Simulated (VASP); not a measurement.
The system is La4H.

```
La H
1.0
    -3.13277    3.13277    3.13277
     3.13277   -3.13277    3.13277
     3.13277    3.13277   -3.13277
La H
4 1
Direct
  0.50000 0.50000 0.50000
  0.00000 0.00000 0.50000
  0.00000 0.50000 0.00000
  0.50000 0.00000 0.00000
  0.00000 0.00000 0.00000
```

- Program: VASP 6.6.1
- Task: relaxation of cell and atoms
- Functional: PBE
- Potentials or basis: VASP PAW PBE potentials, release 64 (La, H)
- Cutoff: 600 eV
- k mesh: 4 × 4 × 4
- Occupations: gaussian, width 0.1 eV
- Spin: no spin polarisation

At the start: pressure 5.2 GPa; volume 24.60 Å³/atom.

Q: How do energy, volume and symmetry change on relaxing?

A: Over 3 steps the energy falls by 50.5 meV/atom and the volume is 28.20 Å³/atom (+14.7 %); space group Im-3m (No. 229, to 0.05 Å).

The path:
```tsv
step	energy change (eV)	largest force (eV/Å)	pressure (GPa)	volume (Å³)
1	0.0000	0.0000	5.23	122.98
2	-0.2473	0.0000	0.59	137.85
3	-0.2524	0.0000	-0.07	141.01
```

Final structure:
```
La H
1.0
    -3.27894    3.27894    3.27894
     3.27894   -3.27894    3.27894
     3.27894    3.27894   -3.27894
La H
4 1
Direct
  0.50000 0.50000 0.50000
  0.00000 0.00000 0.50000
  0.00000 0.50000 0.00000
  0.50000 0.00000 0.00000
  0.00000 0.00000 0.00000
```
